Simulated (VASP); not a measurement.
# MgS (I-4m2) in VASP: a series of runs, part 2 of 2

VASP 6.6.1.

### Step 3. Single point, PBE (epitaxial xy strain -3.0%)

Input file INCAR:

```
SYSTEM = MgS
PREC     = Accurate       ! precision mode
ENCUT    = 520            ! plane-wave cutoff, eV
EDIFF    = 1E-6           ! SCF threshold, eV
ISMEAR   = -1             ! smearing method
SIGMA    = 0.02           ! smearing width, eV
LREAL    = .FALSE.        ! projectors in reciprocal space
LASPH    = .TRUE.         ! aspherical terms in the spheres
NELM     = 60             ! most SCF steps
ALGO     = Normal         ! electronic algorithm
ISIF     = 2              ! what is computed and relaxed
LWAVE    = .FALSE.        ! write WAVECAR
LCHARG   = .FALSE.        ! write CHGCAR
GGA      = PE             ! functional
NBANDS   = 11             ! bands
```

Input file KPOINTS:

```
regular mesh
0
G
  8 8 8
  0 0 0
```

Input file POSCAR:

```
MgS
1.0
    0.0000000000      2.7459505360      2.9415026199
    2.7459505360      0.0000000000      2.9415026199
    2.7459505360      2.7459505360      0.0000000000
Mg S
1 1
Direct
    0.0000000000      0.0000000000      0.0000000000
    0.2500000000      0.2500000000      0.2500000000
```

Potentials or basis: VASP PAW PBE potentials, release 64 (Mg, S).

Started as:

```sh
> cat potpaw_PBE.64/Mg/POTCAR potpaw_PBE.64/S/POTCAR > POTCAR
> mpirun -np 1 vasp_std > vasp.out
```

OUTCAR:

```text
SYSTEM = MgS
   PREC = Accurate
   ENCUT = 520
   EDIFF = 1E-6
   ISMEAR = -1
   LREAL = .FALSE.
   LASPH = .TRUE.
   NELM = 60
   ISIF = 2
   GGA = PE

 ion  position               nearest neighbor table
   1  0.000  0.000  0.000-   2 2.44   2 2.44   2 2.44   2 2.44
   2  0.250  0.250  0.250-   1 2.44   1 2.44   1 2.44   1 2.44

  LATTYP: Found a body centered tetragonal cell.
 ALAT       =     3.8833604896
 C/A-ratio  =     1.5149263777

  Lattice vectors:

 A1 = (  -2.7459505360,   0.0000000000,   2.9415026199)
 A2 = (   2.7459505360,   0.0000000000,   2.9415026199)
 A3 = (   0.0000000000,   2.7459505360,  -2.9415026199)

Analysis of symmetry for initial positions (statically):
=====================================================================
 Subroutine PRICEL returns:
 Original cell was already a primitive cell.

 Routine SETGRP: Setting up the symmetry group for a
 body centered tetragonal supercell.

 Subroutine GETGRP returns: Found  8 space group operations
 (whereof  8 operations were pure point group operations)
 out of a pool of 16 trial point group operations.

The static configuration has the point symmetry D_2d.

Analysis of symmetry for dynamics (positions and initial velocities):
=====================================================================
 Subroutine PRICEL returns:
 Original cell was already a primitive cell.

 Routine SETGRP: Setting up the symmetry group for a
 body centered tetragonal supercell.

 Subroutine GETGRP returns: Found  8 space group operations
 (whereof  8 operations were pure point group operations)
 out of a pool of 16 trial point group operations.

The dynamic configuration has the point symmetry D_2d.

 Subroutine INISYM returns: Found  8 space group operations
 (whereof  8 operations are pure point group operations),
 and found     1 'primitive' translations

----------------------------------------------------------------------------------------
[... 115 lines left out ...]
  Fermi-wavevector in a.u.,A,eV,Ry     =   0.924932  1.747869 11.639781  0.855500
  Thomas-Fermi vector in A             =   2.050732
   LORBIT       =      0    0 simple, 1 ext, 2 COOP (PROOUT), +10 PAW based schemes
   GGA     = PE    functional components
[... 5 lines left out ...]
 non-spin polarized calculation
  energy-cutoff  :      520.00
  volume of cell :       44.36
 maximum number of plane-waves:      1216
 NGX is ok and might be reduce to    30
   NGX = 15   NGY = 15   NGZ = 15

 number of electron       8.0000000 magnetization

 Free energy of the ion-electron system (eV)
  ---------------------------------------------------
  ext. energy  EPLUGINS =         0.00000000
  ---------------------------------------------------
  free energy    TOTEN  =        -8.45025967 eV

  energy without entropy =       -8.45025967  energy(sigma->0) =       -8.45025967

 E-fermi :   1.6807     XC(G=0):  -8.4810

 val. band max:        1.2870671941   @ k =   0.0000   0.0000   0.0000
 cond. band min:       4.7624754513   @ k =   0.0000   0.0000   0.0000
 fundamental gap:      3.4754082572
 Fermi energy:         1.6806594733

 k-point     1 :       0.0000    0.0000    0.0000
  band No.  band energies     occupation
      1     -10.1293      2.00000
      2       1.0776      2.00000
      3       1.2871      2.00000
      4       1.2871      2.00000
      5       4.7625      0.00000
      6       9.1937      0.00000
      7       9.2618      0.00000
      8       9.2618      0.00000
      9      11.4439      0.00000
     10      12.6872      0.00000
     11      14.2120      0.00000
[... 309 lines left out ...]
 k-point    24 :       0.3750    0.0000    0.1250
  band No.  band energies     occupation
      1      -9.5468      2.00000
      2      -1.3154      2.00000
      3       0.5945      2.00000
      4       0.8233      2.00000
      5       6.7452      0.00000
      6       8.5581      0.00000
      7       9.2372      0.00000
      8       9.6305      0.00000
      9      12.1095      0.00000
     10      13.5227      0.00000
     11      14.5800      0.00000

 [... further k-points ...]

------------------------ aborting loop because EDIFF is reached ----------------------------------------

  FORCE on cell =-STRESS in cart. coord.  units (eV):
  Direction    XX          YY          ZZ          XY          YZ          ZX
  --------------------------------------------------------------------------------------
  -------------------------------------------------------------------------------------
  Total        0.7657427      0.7657427      0.2926201      0.0000000     -0.0000000      0.0000000
  in kB       27.6572383     27.6572383     10.5689056      0.0000000     -0.0000000      0.0000000
  external PRESSURE =      21.9611274 kB  Pullay stress =       0.0000000 kB

 VOLUME and BASIS-vectors are now :
 -----------------------------------------------------------------------------
  energy-cutoff  :      520.00
  volume of cell :       44.36
      direct lattice vectors                 reciprocal lattice vectors
     0.000000000  2.745950536  2.941502620    -0.182086310  0.182086310  0.169981151
     2.745950536  0.000000000  2.941502620     0.182086310 -0.182086310  0.169981151
     2.745950536  2.745950536  0.000000000     0.182086310  0.182086310 -0.169981151

 POSITION                                       TOTAL-FORCE (eV/Angst)
 -----------------------------------------------------------------------------------
      0.00000      0.00000      0.00000        -0.000000     -0.000000     -0.000000
      1.37298      1.37298      1.47075         0.000000      0.000000      0.000000
 -----------------------------------------------------------------------------------
    total drift:                               -0.000000     -0.000000     -0.000000

  FREE ENERGIE OF THE ION-ELECTRON SYSTEM (eV)
  ---------------------------------------------------
  free  energy   TOTEN  =        -8.4502596715 eV

  energy  without entropy=       -8.4502596715  energy(sigma->0) =       -8.45025967
```

stdout:

```text
POSCAR found type information on POSCAR MgS
 POSCAR found :  2 types and       2 ions
 scaLAPACK will be used
 LDA part: xc-table for (Slater+PW92), standard interpolation
 POSCAR, INCAR and KPOINTS ok, starting setup
 FFT: planning ... GRIDC
 FFT: planning ... GRID_SOFT
 FFT: planning ... GRID
 WAVECAR not read
 entering main loop
```

It took 25 s on 1 thread of Intel Xeon Platinum 8488C (Sapphire Rapids), shared host; peak memory 0.18 GiB.

Results:

* Free energy: -8.4503 eV
* Pressure: 2.2 GPa
* Band gap on the k mesh: 3.48 eV, direct

Levels at points of the mesh, in eV from the valence-band top:
| k point | band 1 | band 2 | band 3 | band 4 | band 5 | band 6 | band 7 | band 8 | band 9 |
| --- | --- | --- | --- | --- | --- | --- | --- | --- | --- |
| (0.00, 0.00, 0.00) | -11.42 | -0.21 | 0.00 | 0.00 | 3.48 | 7.91 | 7.97 | 7.97 | 10.16 |
| (0.50, 0.00, 0.00) | -10.70 | -3.28 | -0.59 | -0.22 | 5.04 | 7.37 | 7.94 | 8.66 | 12.89 |
| (0.50, 0.50, 0.00) | -10.55 | -3.16 | -0.90 | -0.90 | 3.92 | 5.93 | 10.74 | 12.60 | 12.60 |
| (0.50, 0.00, 0.50) | -10.43 | -2.84 | -1.25 | -1.22 | 3.75 | 5.45 | 11.51 | 11.59 | 12.87 |

Caveat: the cell differs from its parent crystal (epitaxial xy strain -3.0%). A k mesh can miss the band edges.

### Step 4. Single point, r2SCAN (epitaxial xy strain +3.0%)

Input file POSCAR:

```
MgS
1.0
    0.0000000000      2.9158031465      2.7038767364
    2.9158031465      0.0000000000      2.7038767364
    2.9158031465      2.9158031465      0.0000000000
Mg S
1 1
Direct
    0.0000000000      0.0000000000      0.0000000000
    0.2500000000      0.2500000000      0.2500000000
```

Input file INCAR.step1:

```
SYSTEM = MgS
PREC = Accurate
ENCUT = 520
ISMEAR = 0
SIGMA = 0.01
LREAL = .False.
LASPH = .True.
NELM = 60
NBANDS = 11
GGA = PE
ALGO = Normal
EDIFF = 1E-4
LWAVE = .True.
LCHARG = .False.
```

Input file INCAR.step2:

```
SYSTEM = MgS
PREC = Accurate
ENCUT = 520
EDIFF = 1E-6
ISMEAR = 0
SIGMA = 0.01
LREAL = .False.
LASPH = .True.
NELM = 60
ALGO = Normal
ISIF = 2
LWAVE = .False.
LCHARG = .True.
METAGGA = R2SCAN
LMIXTAU = .True.
LELF = .True.
LVHAR = .True.
NBANDS = 11
ISTART = 1
```

Input file KPOINTS:

```
regular mesh
0
Gamma
  8 8 8
  0 0 0
```

Started as:

```sh
> cat potpaw_PBE.64/Mg/POTCAR potpaw_PBE.64/S/POTCAR > POTCAR
> cp INCAR.step1 INCAR
> mpirun -np 1 vasp_std > vasp.out
> cp INCAR.step2 INCAR
> mpirun -np 1 vasp_std > vasp.out
```

Run time: 2 min. Hardware: 1 thread of Intel Xeon Platinum 8259CL at 2.50GHz (Skylake/Cascade Lake), shared host; peak memory 0.19 GiB.

Results (log left out):

```yaml
Free_energy: -15.4369 eV
Pressure: -1.2 GPa
Band_gap_on_the_k_mesh: 3.92 eV, direct
```

Stress tensor (GPa, compression positive):
```
-1.69  0.00  0.00
 0.00 -1.69  0.00
 0.00  0.00 -0.24
```

Levels at points of the mesh, in eV from the valence-band top:
```tsv
k point	band 2	band 3	band 4	band 5	band 6	band 7
(0.00, 0.00, 0.00)	-0.17	-0.17	0.00	3.92	8.45	8.45
(0.50, 0.00, 0.00)	-3.22	-0.62	-0.27	5.54	7.72	8.55
(0.50, 0.50, 0.00)	-2.66	-1.39	-1.39	4.12	5.73	12.46
(0.50, 0.00, 0.50)	-3.02	-1.04	-1.01	4.28	6.32	11.51
```

Caveat: the cell differs from its parent crystal (epitaxial xy strain +3.0%); the PAW data sets were made with another functional, which shifts forces and pressure a little. A k mesh can miss the band edges.

### Step 5. The runs side by side

```csv
level,cell,smearing,gap on the mesh (eV),pressure (GPa)
PBE,"a = 4.029, b = 4.029, c = 3.843 Å, angles 61.5, 61.5, 57.0°, 2 atoms",fermi-dirac 0.02 eV,3.47,2.7
PBE,"a = 4.024, b = 4.024, c = 3.883 Å, angles 61.1, 61.1, 57.7°, 2 atoms",fermi-dirac 0.02 eV,3.48,2.2
r2SCAN,"a = 3.977, b = 3.977, c = 4.124 Å, angles 58.8, 58.8, 62.5°, 2 atoms",gaussian 0.01 eV,3.92,-1.2
```

Alike in all rows: task single point; potentials or basis VASP PAW PBE potentials, release 64 (Mg, S); no spin polarisation; k mesh 8 × 8 × 8; cutoff (eV) 520.

Caveats: the PAW data sets were made with another functional, which shifts forces and pressure a little (some runs).

Total energies depend on the potentials used, so only differences within one code and one set of settings carry meaning.
